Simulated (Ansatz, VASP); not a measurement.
# Two plane-wave programs on HfN

File INCAR:

```
PREC = Accurate ; ENCUT = 520
EDIFF = 1E-6 ; ISMEAR = -1
SIGMA = 0.05 ; LREAL = F
LASPH = T ; NELM = 60
ALGO = Normal ; ISIF = 2
LWAVE = F ; LCHARG = F
NBANDS = 14
```

File KPOINTS:

```
regular mesh
0
Gamma
  10 10 10
```

File POSCAR:

```
HfN
1.0
    0.0000000000      2.4629776147      2.4629776147
    2.4629776147      0.0000000000      2.4629776147
    2.4629776147      2.4629776147      0.0000000000
Hf N
1 1
Direct
    0.0000000000      0.0000000000      0.0000000000
    0.7500000000      0.7500000000      0.7500000000
```

Input for Ansatz:

```yaml
crystal:
  lattice:
    - [0.0, 2.4629776147293585, 2.4629776147293585]
    - [2.4629776147293585, 0.0, 2.4629776147293585]
    - [2.4629776147293585, 2.4629776147293585, 0.0]
  atoms:
    - { symbol: Hf, position: [0.0, 0.0, 0.0] }
    - { symbol: "N", position: [0.75, 0.75, 0.75] }
basis:
  ecutwfc: 557.833418042754
kpoints:
  mp_grid:
    grid: [10, 10, 10]
hamiltonian:
  xc: lda
  pseudopotentials:
    kind: paw
scf:
  occupations:
    method: fermi_dirac
    width: 0.05
output:
  stress: true
```

Alike in both runs: task single point; functional LDA; k mesh 10 × 10 × 10; occupations fermi-dirac, width 0.05 eV; no spin polarisation.

```csv
,VASP,Ansatz
version,VASP 6.6.1,Ansatz 0.2.0
potentials or method,"VASP PAW LDA potentials, release 64 (Hf_pv, N), cutoff 520 eV","plane waves, PAW"
valence electrons in the cell,15,31
```

|  | VASP | Ansatz | Ansatz less VASP |
| --- | --- | --- | --- |
| pressure (GPa) | -11.7 | -11.3 | +0.36 |

LDA's correlation is that of Perdew and Zunger in VASP and of Perdew and Wang (1992) in Ansatz. VASP's potentials hold 15 valence electrons a cell and Ansatz's 31, so a difference there can come from the potentials and not from the codes.

Spin-orbit coupling is off throughout.
